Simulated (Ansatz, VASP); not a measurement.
**CO2: VASP beside Ansatz**

Contents of POSCAR:

```
CO2
1.0
   -1.9548127153      1.9548127153      2.9026436775
    1.9548127153     -1.9548127153      2.9026436775
    1.9548127153      1.9548127153     -2.9026436775
C O
2 4
Direct
    0.0000000000      0.0000000000      0.0000000000
    0.7500000000      0.2500000000      0.5000000000
    0.3750000000      0.2942971230      0.4192971230
    0.7057028770      0.1250000000      0.0807028770
    0.8750000000      0.9557028770      0.5807028770
    0.0442971230      0.6250000000      0.9192971230
```

Contents of INCAR.step1:

```
SYSTEM = CO2
PREC = Accurate
ENCUT = 520
ISMEAR = 0
SIGMA = 0.01
LREAL = .False.
LASPH = .True.
NELM = 60
NBANDS = 25
GGA = PE
ALGO = Normal
EDIFF = 1E-4
LWAVE = .True.
LCHARG = .False.
```

File INCAR.step2:

```
SYSTEM = CO2
PREC = Accurate
ENCUT = 520
EDIFF = 1E-6
ISMEAR = 0
SIGMA = 0.01
LREAL = .False.
LASPH = .True.
NELM = 60
ALGO = Normal
ISIF = 2
LWAVE = .False.
LCHARG = .True.
METAGGA = R2SCAN
LMIXTAU = .True.
LELF = .True.
LVHAR = .True.
NBANDS = 25
ISTART = 1
```

File KPOINTS:

```
regular mesh
0
Gamma
  10 10 10
  0 0 0
```

Input for Ansatz:

```yaml
crystal:
  lattice:
    - [-1.9548127153, 1.9548127153, 2.9026436775]
    - [1.9548127153, -1.9548127153, 2.9026436775]
    - [1.9548127153, 1.9548127153, -2.9026436775]
  atoms:
    - { symbol: C, position: [0.0, 0.0, 0.0] }
    - { symbol: C, position: [0.75, 0.25, 0.5] }
    - { symbol: O, position: [0.375, 0.294297123, 0.419297123] }
    - { symbol: O, position: [0.705702877, 0.125, 0.080702877] }
    - { symbol: O, position: [0.875, 0.955702877, 0.580702877] }
    - { symbol: O, position: [0.044297123, 0.625, 0.919297123] }
kpoints:
  mp_grid: { grid: [10, 10, 10] }
  band_path:
    path:
      - [0.0, 0.0, 0.0]
      - [0.0, 0.0, 0.5]
      - [0.25, 0.25, 0.25]
      - [0.0, 0.5, 0.0]
      - [0.5, 0.5, -0.5]
      - [0.3584971135, 0.6415028865, -0.3584971135]
      - [-0.3584971135, 0.3584971135, 0.3584971135]
      - [-0.216994227, 0.216994227, 0.5]
      - [0.5, 0.5, -0.216994227]
    npoints: 1
hamiltonian:
  xc: r2scan
scf:
  occupations: { method: fixed }
  n_extra_bands: 5
output:
  forces: true
  stress: true
  eigenvalues: true
```

Change from the starting cell: uniaxial_z strain -2.2%.

Alike in both runs: task single point; functional r2SCAN; k mesh 10 × 10 × 10; no spin polarisation.

|  | VASP | Ansatz |
| --- | --- | --- |
| version | VASP 6.6.1 | Ansatz 0.2.0 |
| potentials or method | VASP PAW PBE potentials, release 64 (C, O) | plane waves, PAW |
| plane-wave cutoff (eV) | 520 | 500 |
| occupations | gaussian, width 0.01 eV | fixed |
| valence electrons in the cell | 32 | 32 |

Ansatz gave:

- gap on the k mesh at the Fermi level (eV): 8.58
- pressure (GPa): 4.5
- traceless stress, the component that is largest in VASP (GPa): 2.88
- rms of the force components (eV/Å): 0.001

Q: What did VASP give for the same quantities?

A: gap on the k mesh at the Fermi level (eV): 8.46; pressure (GPa): 6.9; traceless stress, the component that is largest in VASP (GPa): 2.48; rms of the force components (eV/Å): 0.066.

VASP's potentials were made for PBE, not for r2SCAN. Atom by atom the forces differ by 0.065 eV/Å (rms over components).
